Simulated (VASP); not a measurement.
Cu3P2: single point with PBE

The system is Cu3P2.

```
CELL_PARAMETERS angstrom
4.55557 0.00000 0.00000
0.00000 4.55557 0.00000
0.00000 0.00000 4.55557
ATOMIC_POSITIONS crystal
Cu 0.00000 0.50000 0.50000
Cu 0.50000 0.00000 0.50000
Cu 0.50000 0.50000 0.00000
P 0.50000 0.50000 0.50000
P 0.00000 0.00000 0.00000
```

The cell was built from a structure type or drawn by symmetry, and may not be a known phase.

| Quantity | Value |
| --- | --- |
| Program | VASP 6.6.1 |
| Task | single point |
| Functional | PBE |
| Potentials or basis | VASP PAW PBE potentials, release 64 (Cu, P) |
| Cutoff | 520 eV |
| k mesh | 4 × 4 × 4 |
| Occupations | gaussian, width 0.1 eV |
| Spin | no spin polarisation |
| Dipole correction | no |
| Further INCAR settings | ALGO = Normal; EDIFF = 1e-06; NBANDS = 30 |

```json
{"Pressure": "-8.5 GPa", "Band gap on the k mesh": "zero (an odd number of electrons rules out a gap without spin polarisation)"}
```

Levels at points of the mesh, in eV from the Fermi level:
```tsv
k point	band 18	band 19	band 20	band 21	band 22	band 23	band 24	band 25	band 26	band 27
(0.00, 0.00, 0.00)	-2.16	-2.16	-1.97	-0.07	-0.07	-0.07	1.33	1.33	2.68	7.87
(0.50, 0.00, 0.00)	-1.98	-1.34	-1.34	-0.70	-0.22	-0.22	1.97	4.14	4.48	6.19
(0.50, 0.50, 0.00)	-1.92	-1.92	-0.61	0.32	0.84	0.84	1.37	1.82	4.15	4.15
(0.50, 0.50, 0.50)	-2.08	-2.08	-2.08	-1.08	-1.08	-1.08	5.37	5.37	5.37	7.10
```

It took 66 s on 1 thread of Intel Xeon 8259CL (shared host), peak memory 0.2 GiB.

Caveat: the cell stands under tension.
